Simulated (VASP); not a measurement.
Co, 2 atoms in the cell. It takes space group P6_3/mmc (No. 194, hexagonal). The conventional cell has a = 2.494 Å, b = 2.494 Å, c = 4.028 Å, α = 90.00°, β = 90.00°, γ = 120.00°. Within 3.3 Å of Co (site symmetry -6m2) lie 12 Co at 2.48 to 2.49 Å. 

- Program: VASP 6.6.1
- Task: single point
- Functional: PBE
- Potentials or basis: VASP PAW PBE potentials, release 64 (Co)
- Cutoff: 520 eV
- k mesh: 14 × 14 × 8
- Occupations: fermi-dirac, width 0.1 eV
- Spin: collinear spin, ferromagnetic start
- Starting moments: [1.69, 1.69] μB
- Dipole correction: no
- Further INCAR settings: ALGO = Normal; EDIFF = 1e-06; NBANDS = 20

Potentials or basis: VASP PAW PBE potentials, release 64 (Co).

Run with:

```console
$ cat potpaw_PBE.64/Co/POTCAR > POTCAR
$ mpirun -np 1 vasp_std > vasp.out
```

Hardware: 1 thread of Intel(R) Xeon(R) 6975P-C (Granite Rapids) (shared host).

Estimate the wall time of this run.

Run time: 40 s on 1 thread of Intel(R) Xeon(R) 6975P-C (Granite Rapids), on a shared host, peak memory 0.19 GiB. Counts: scf iterations 13, k points 120.
